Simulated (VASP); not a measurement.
**K2NaBAs2: single point with PBEsol**

The system is K2NaBAs2.

```
B Na As K
1.0
     0.00000    0.00000    6.50485
     6.66268    0.00000    0.00000
     3.33134    7.32701   -3.25243
B Na As K
2 2 4 4
Direct
  0.75000 0.50000 0.00000
  0.25000 0.50000 0.00000
  0.25000 0.00000 0.00000
  0.75000 0.00000 0.00000
  0.59463 0.60684 0.18926
  0.40537 0.39316 0.81074
  0.90537 0.79610 0.81074
  0.09463 0.20390 0.18926
  0.82584 0.41583 0.65168
  0.17416 0.58417 0.34832
  0.67416 0.06751 0.34832
  0.32584 0.93249 0.65168
```

- Program: VASP 6.6.1
- Task: single point
- Functional: PBEsol
- Potentials or basis: VASP PAW PBE potentials, release 64 (B, Na_pv, As, K_sv)
- Cutoff: 520 eV
- k mesh: 5 × 5 × 5
- Occupations: methfessel-paxton, width 0.0675 eV
- Spin: no spin polarisation

```yaml
Pressure: -5.0 GPa
Largest_force: 2.170 eV/Å
Band_gap_on_the_k_mesh: 0.68 eV
```

Forces on the atoms (eV/Å):
```
B    0.000  0.000  0.000
B    0.000  0.000  0.000
Na   0.000  0.000  0.000
Na   0.000  0.000  0.000
As  -1.609 -1.456  0.000
As   1.609  1.456  0.000
As  -1.609  1.456  0.000
As   1.609 -1.456  0.000
K    0.185  0.284  0.000
K   -0.185 -0.284  0.000
K    0.185 -0.284  0.000
K   -0.185  0.284  0.000
```

Stress tensor (GPa, compression positive):
```
-4.95  0.00  0.00
 0.00 -4.74  0.00
 0.00  0.00 -5.30
```

Levels at points of the mesh, in eV from the valence-band top:
| k point | band 35 | band 36 | band 37 | band 38 | band 39 | band 40 | band 41 | band 42 |
| --- | --- | --- | --- | --- | --- | --- | --- | --- |
| (0.00, 0.00, 0.00) | -0.43 | -0.29 | -0.29 | 0.00 | 0.68 | 0.93 | 1.83 | 2.53 |

Run time: 10 min on 1 thread of Intel(R) Xeon(R) Platinum 8259CL CPU @ 2.50GHz (Skylake/Cascade Lake), on a shared host, peak memory 0.66 GiB.

Caveat: the cell stands under tension; semilocal functionals underestimate gaps, and a narrow one can read as zero; the PAW data sets were made with another functional, which shifts forces and pressure a little. A k mesh can miss the band edges.
